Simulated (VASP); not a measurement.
Crystal: SiNi (rocksalt type).

```xyz
2
Lattice="0.0000 2.3025 2.3025 2.3025 0.0000 2.3025 2.3025 2.3025 0.0000" Properties=species:S:1:pos:R:3 pbc="T T T"
Ni    0.0000    0.0000    0.0000
Si    2.3025    2.3025    2.3025
```

| Quantity | Value |
| --- | --- |
| Program | VASP 6.6.1 |
| Task | relaxation of cell and atoms |
| Functional | PBE |
| Potentials or basis | VASP PAW PBE potentials, release 64 (Ni, Si) |
| Cutoff | 600 eV |
| k mesh | 15 × 15 × 15 |
| Occupations | fermi-dirac, width 0.1 eV |
| Spin | no spin polarisation |

At the start: pressure 14.9 GPa; volume 12.21 Å³/atom.

Question: How do energy, volume and symmetry change on relaxing?

Answer: Over 5 steps the energy falls by 47.8 meV/atom and the volume is 13.31 Å³/atom (+9.0 %); space group Fm-3m (No. 225, to 0.1 Å) before and after.

Step by step:
```tsv
step	energy change (eV)	largest force (eV/Å)	pressure (GPa)	volume (Å³)
1	0.0000	0.0000	14.87	24.41
2	-0.0390	0.0000	-8.54	28.64
3	-0.0957	0.0000	-0.07	26.66
4	-0.0957	0.0000	0.13	26.62
5	-0.0957	0.0000	-0.03	26.62
```

Final structure:
```
CELL_PARAMETERS angstrom
0.00000 2.36980 2.36980
2.36980 0.00000 2.36980
2.36980 2.36980 0.00000
ATOMIC_POSITIONS crystal
Ni 0.00000 0.00000 0.00000
Si 0.50000 0.50000 0.50000
```
